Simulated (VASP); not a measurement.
Crystal: Si5O.

```
Si O
1.0
     2.78104    0.00000    0.00000
    -1.39052    2.40845    0.00000
     0.00000    0.00000   11.69732
Si O
5 1
Cartesian
  1.3905 0.8028 10.1458
  0.0000 0.0000 7.9159
  1.3905 0.8028 5.8487
  0.0000 0.0000 3.7814
  1.3905 0.8028 1.5516
  0.0000 0.0000 0.0000
```

The cell was built from a structure type or drawn by symmetry, and may not be a known phase.

| Property | Result |
| --- | --- |
| Program | VASP 6.6.1 |
| Task | relaxation of cell and atoms |
| Functional | PBE |
| Potentials or basis | VASP PAW PBE potentials, release 64 (Si, O) |
| Cutoff | 600 eV |
| k mesh | 18 × 18 × 4 |
| Occupations | gaussian, width 0.1 eV |
| Spin | no spin polarisation |

At the start: pressure -0.7 GPa; volume 13.06 Å³/atom.

Q: Where does the relaxation end?

A: Over 11 steps the energy falls by 12.6 meV/atom and the volume is 12.88 Å³/atom (-1.3 %); space group P-6m2 (No. 187, to 0.1 Å) before and after.

The path:
```tsv
step	energy change (eV)	largest force (eV/Å)	pressure (GPa)	volume (Å³)
1	0.0000	0.2884	-0.68	78.35
2	-0.0576	0.3000	-0.67	77.71
3	-0.0615	0.3590	-0.62	77.53
4	-0.0616	0.3735	-0.60	77.50
5	-0.0720	0.1027	0.67	76.77
6	-0.0720	0.1004	0.77	76.72
7	-0.0749	0.0533	0.13	77.29
8	-0.0751	0.0387	-0.08	77.47
9	-0.0753	0.0253	-0.09	77.43
10	-0.0754	0.0194	-0.09	77.40
11	-0.0755	0.0060	0.05	77.29
```

Final structure:
```
Si O
1.0
     2.73017    0.00000    0.00000
    -1.36509    2.36440    0.00000
     0.00000    0.00000   11.97387
Si O
5 1
Cartesian
  1.3651 0.7881 10.4176
  -1.3651 2.3644 8.1512
  1.3651 0.7881 5.9869
  0.0000 0.0000 3.8227
  1.3651 0.7881 1.5563
  0.0000 0.0000 0.0000
```

Caveat: the highest band is partly filled, so the run has too few bands.
